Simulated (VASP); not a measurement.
# Zn7S8 (a cell with a defect) in VASP: further runs, part 3 of 4

VASP 6.6.1.

## Step 4: Single point, PBE

The input, INCAR:

```
SYSTEM = Zn7S8
PREC     = Accurate       ! precision mode
ENCUT    = 520            ! plane-wave cutoff, eV
EDIFF    = 1E-7           ! SCF threshold, eV
ISMEAR   = 0              ! smearing method
SIGMA    = 0.02           ! smearing width, eV
LREAL    = Auto         
LASPH    = .True.         ! aspherical terms in the spheres
NELM     = 100            ! most SCF steps
ALGO     = Normal         ! electronic algorithm
ISIF     = 2              ! what is computed and relaxed
LWAVE    = .False.        ! write WAVECAR
LCHARG   = .False.        ! write CHGCAR
GGA      = PE             ! functional
NELECT   = 134.0        
NBANDS   = 79             ! bands
```

The input, KPOINTS:

```
regular mesh
0
Gamma
  2 2 2
  0 0 0
```

The input, POSCAR:

```
Zn7S8
1.0
    0.0000000000      5.4423086079     -5.4423086079
    5.4423086079      5.4423086079      0.0000000000
    5.4423086079      0.0000000000     -5.4423086079
Zn S
7 8
Direct
    0.5122533838     -0.0122534396      0.5122533838
    0.9877466324      0.5122533838      0.5122533838
    0.9877466324     -0.0122534396      0.5122533838
    0.5122533838      0.5122533838      0.9877466324
    0.5122533838     -0.0122534396      0.9877466324
    0.9877466324      0.5122533838      0.9877466324
    0.9999999802      0.0000000919      0.9999999802
    0.1256549471      0.1256549471      0.1256549471
    0.1256549471      0.6230352309      0.1256549471
    0.6230352309      0.1256549471      0.1256549471
    0.6208833867      0.6208833867      0.1373499840
    0.1256549471      0.1256549471      0.6230352309
    0.1373499840      0.6208833867      0.6208833867
    0.6208833867      0.1373499840      0.6208833867
    0.6208833867      0.6208833867      0.6208833867
```

Potentials or basis: VASP PAW PBE potentials, release 64 (Zn, S).

Launch:

```bash
> cat potpaw_PBE.64/Zn/POTCAR potpaw_PBE.64/S/POTCAR > POTCAR
> mpirun -np 1 vasp_std > vasp.out
```

OUTCAR:

```text
SYSTEM = Zn7S8
   PREC = Accurate
   ENCUT = 520
   EDIFF = 1E-7
   ISMEAR = 0
   LREAL = Auto
   LASPH = .True.
   NELM = 100
   ISIF = 2
   GGA = PE
   NELECT = 134.0

 ion  position               nearest neighbor table
   1  0.512  0.988  0.512-  15 2.31  14 2.31  10 2.43  12 2.43
   2  0.988  0.512  0.512-  15 2.31  13 2.31   9 2.43  12 2.43
   3  0.988  0.988  0.512-  13 2.31  14 2.31   8 2.43  12 2.43
   4  0.512  0.512  0.988-  15 2.31  11 2.31   9 2.43  10 2.43
   5  0.512  0.988  0.988-  11 2.31  14 2.31   8 2.43  10 2.43
   6  0.988  0.512  0.988-  11 2.31  13 2.31   8 2.43   9 2.43
   7  1.000  0.000  1.000-  10 2.37  12 2.37   8 2.37   9 2.37
   8  0.126  0.126  0.126-   7 2.37   6 2.43   3 2.43   5 2.43
   9  0.126  0.623  0.126-   7 2.37   4 2.43   2 2.43   6 2.43
  10  0.623  0.126  0.126-   7 2.37   4 2.43   1 2.43   5 2.43
  11  0.621  0.621  0.137-   5 2.31   6 2.31   4 2.31
  12  0.126  0.126  0.623-   7 2.37   2 2.43   1 2.43   3 2.43
  13  0.137  0.621  0.621-   3 2.31   6 2.31   2 2.31
  14  0.621  0.137  0.621-   3 2.31   5 2.31   1 2.31
  15  0.621  0.621  0.621-   1 2.31   2 2.31   4 2.31

  LATTYP: Found a face centered cubic cell.
 ALAT       =    10.8846172158

  Lattice vectors:

 A1 = (   0.0000000000,   5.4423086079,  -5.4423086079)
 A2 = (   5.4423086079,   5.4423086079,   0.0000000000)
 A3 = (   5.4423086079,   0.0000000000,  -5.4423086079)

Analysis of symmetry for initial positions (statically):
=====================================================================
 Subroutine PRICEL returns:
 Original cell was already a primitive cell.

 Routine SETGRP: Setting up the symmetry group for a
 face centered cubic supercell.

 Subroutine GETGRP returns: Found 24 space group operations
 (whereof 24 operations were pure point group operations)
 out of a pool of 48 trial point group operations.

The static configuration has the point symmetry T_d .

Analysis of symmetry for dynamics (positions and initial velocities):
=====================================================================
 Subroutine PRICEL returns:
 Original cell was already a primitive cell.

 Routine SETGRP: Setting up the symmetry group for a
 face centered cubic supercell.

 Subroutine GETGRP returns: Found 24 space group operations
 (whereof 24 operations were pure point group operations)
 out of a pool of 48 trial point group operations.

The dynamic configuration has the point symmetry T_d .

 Subroutine INISYM returns: Found 24 space group operations
 (whereof 24 operations are pure point group operations),
 and found     1 'primitive' translations

----------------------------------------------------------------------------------------

                                     Primitive cell

  volume of cell :     322.3885

  direct lattice vectors                    reciprocal lattice vectors
[... 74 lines left out ...]
   number of dos      NEDOS =    301   number of ions     NIONS =     15
   total plane-waves  NPLWV = 216000
   dimension x,y,z NGX =    60 NGY =   60 NGZ =   60
   dimension x,y,z NGXF=   120 NGYF=  120 NGZF=  120
   ions per type =               7   8
   NGX,Y,Z   is equivalent  to a cutoff of  12.96, 12.96, 12.96 a.u.
   NGXF,Y,Z  is equivalent  to a cutoff of  25.92, 25.92, 25.92 a.u.
 SYSTEM =  Zn7S8
   PREC   = accura    normal or accurate (medium, high low for compatibility)
   ISTART =      0    job   : 0-new  1-cont  2-samecut
   ICHARG =      2    charge: 1-file 2-atom 10-const
   ISPIN  =      1    spin polarized calculation?
   LNONCOLLINEAR =      F non collinear calculations
   LSORBIT =      F    spin-orbit coupling
   LASPH  =      T    aspherical Exc in radial PAW
   ENCUT  =  520.0 eV  38.22 Ry    6.18 a.u.  14.31 14.31 14.31*2*pi/ulx,y,z
   NELM   =    100;   NELMIN=  2; NELMDL= -5     # of ELM steps
   EDIFF  = 0.1E-06   stopping-criterion for ELM
   LREAL  =      T    real-space projection
   EDIFFG = 0.1E-05   stopping-criterion for IOM
   NSW    =      0    number of steps for IOM
   IBRION =     -1    ionic relax: 0-MD 1-quasi-New 2-CG
   NFREE  =      0    steps in history (QN), initial steepest desc. (CG)
   ISIF   =      2    stress and relaxation
   ISYM   =      2    0-nonsym 1-usesym 2-fastsym
   POTIM  = 0.5000    time-step for ionic-motion
   TEBEG  =    0.0;   TEEND  =   0.0 temperature during run
   PSTRESS=    0.0 pullay stress
   NELECT =     134.0000    total number of electrons
   NUPDOWN=      -1.0000    fix difference up-down
   EMIN   =  10.00;   EMAX   =-10.00  energy-range for DOS
   EFERMI =   0.00;   METHOD = LEGACY
   ISMEAR =     0;   SIGMA  =   0.02  broadening in eV -4-tet -1-fermi 0-gaus
   EFERMI_NEDOS =   21; number of points for ismear=-14 and -15
   IALGO  =     38    algorithm
   IMIX   =      4    mixing-type and parameters
     AMIX     =   0.40;   BMIX     =  1.00
     AMIX_MAG =   1.60;   BMIX_MAG =  1.00
  volume/ion in A,a.u.               =      21.49       145.04
  Fermi-wavevector in a.u.,A,eV,Ry     =   1.221753  2.308778 20.309136  1.492679
  Thomas-Fermi vector in A             =   2.356924
   LORBIT       =      0    0 simple, 1 ext, 2 COOP (PROOUT), +10 PAW based schemes
   GGA     = PE    functional components
   LHFCALC =     F    Hartree Fock is set to
   AEXX    =    0.0000 exact exchange contribution
   IVDW    =     0    specifies the selected vdW correction
   LEPSILON=     F    determine dielectric tensor
   LRPA    =     F    only Hartree local field effects (RPA)
 non-spin polarized calculation
 Gauss-broadening in eV      SIGMA  =   0.02
  energy-cutoff  :      520.00
  volume of cell :      322.39
 maximum number of plane-waves:      8694
 NGX is ok and might be reduce to    60
   NGX = 29   NGY = 29   NGZ = 29

 number of electron     133.9999941 magnetization

 Free energy of the ion-electron system (eV)
  ---------------------------------------------------
  ext. energy  EPLUGINS =         0.00000000
  ---------------------------------------------------
  free energy    TOTEN  =       -46.33035056 eV

  energy without entropy =      -46.33035056  energy(sigma->0) =      -46.33035056

 E-fermi :   1.9951     XC(G=0):  -9.3492

 val. band max:        1.8581392776   @ k =   0.0000   0.0000   0.0000
 cond. band min:       3.6819858195   @ k =   0.0000   0.0000   0.0000
 fundamental gap:      1.8238465419
 Fermi energy:         1.9951029260

 k-point     1 :       0.0000    0.0000    0.0000
  band No.  band energies     occupation
      1     -11.2644      2.00000
      2     -10.4457      2.00000
      3     -10.4457      2.00000
      4     -10.4457      2.00000
      5     -10.1605      2.00000
      6      -9.8447      2.00000
[... 235 lines left out ...]
     78       7.4752      0.00000
     79       7.9740      0.00000

------------------------ aborting loop because EDIFF is reached ----------------------------------------

  FORCE on cell =-STRESS in cart. coord.  units (eV):
  Direction    XX          YY          ZZ          XY          YZ          ZX
  --------------------------------------------------------------------------------------
  -------------------------------------------------------------------------------------
  Total       13.3509951     13.3509951     13.3509951      0.0000000     -0.0000000     -0.0000000
  in kB       66.3505809     66.3505809     66.3505809      0.0000000     -0.0000000     -0.0000000
  external PRESSURE =      66.3505809 kB  Pullay stress =       0.0000000 kB

 VOLUME and BASIS-vectors are now :
 -----------------------------------------------------------------------------
  energy-cutoff  :      520.00
  volume of cell :      322.39
      direct lattice vectors                 reciprocal lattice vectors
     0.000000000  5.442308608 -5.442308608    -0.091872776  0.091872776 -0.091872776
     5.442308608  5.442308608  0.000000000     0.091872776  0.091872776  0.091872776
     5.442308608  0.000000000 -5.442308608     0.091872776 -0.091872776 -0.091872776

 POSITION                                       TOTAL-FORCE (eV/Angst)
 -----------------------------------------------------------------------------------
      8.16346      8.16346     -5.57568        -0.000000      0.000000     -0.007921
      5.57568      8.16346     -8.16346         0.007921      0.000000      0.000000
      8.16346     10.75124     -8.16346        -0.000000     -0.007921      0.000000
      8.16346      5.57568     -8.16346        -0.000000      0.007921      0.000000
     10.75124      8.16346     -8.16346        -0.007921      0.000000      0.000000
      8.16346      8.16346    -10.75124        -0.000000      0.000000      0.007921
      5.44231      5.44231    -10.88462        -0.000000      0.000000      0.000000
      1.36771      1.36771     -1.36771         0.000842      0.000842     -0.000842
      4.07460      4.07460     -1.36771        -0.000842     -0.000842     -0.000842
      1.36771      4.07460     -4.07460         0.000842     -0.000842      0.000842
      4.12654      6.75808     -4.12654         0.015936     -0.015936     -0.015936
      4.07460      1.36771     -4.07460        -0.000842      0.000842      0.000842
      6.75808      4.12654     -4.12654        -0.015936      0.015936     -0.015936
      4.12654      4.12654     -6.75808         0.015936      0.015936      0.015936
      6.75808      6.75808     -6.75808        -0.015936     -0.015936      0.015936
 -----------------------------------------------------------------------------------
    total drift:                               -0.001094     -0.001094      0.001223

  FREE ENERGIE OF THE ION-ELECTRON SYSTEM (eV)
  ---------------------------------------------------
  free  energy   TOTEN  =       -46.3303505595 eV

  energy  without entropy=      -46.3303505595  energy(sigma->0) =      -46.33035056
```

Wall time 1.9 min (1 thread of Intel Xeon 6975P-C (Granite Rapids), shared host); peak memory 0.46 GiB.

What came out:

```
Free energy   : -46.3304 eV
Largest force : 0.028 eV/Å
```

Forces on the atoms (eV/Å):
```
Zn   0.000  0.000 -0.008
Zn   0.008  0.000  0.000
Zn   0.000 -0.008  0.000
Zn   0.000  0.008  0.000
Zn  -0.008  0.000  0.000
Zn   0.000  0.000  0.008
Zn   0.000  0.000  0.000
S    0.001  0.001 -0.001
S   -0.001 -0.001 -0.001
S    0.001 -0.001  0.001
S    0.016 -0.016 -0.016
S   -0.001  0.001  0.001
S   -0.016  0.016 -0.016
S    0.016  0.016  0.016
S   -0.016 -0.016  0.016
```

Caveat: the k points lie up to 0.50 Å⁻¹ apart; the cell carries a net charge on a neutralising background, which shifts energy and pressure; the cell is charged against a uniform background, so pressure and absolute levels hang on convention.

[end of part 3 of 4]
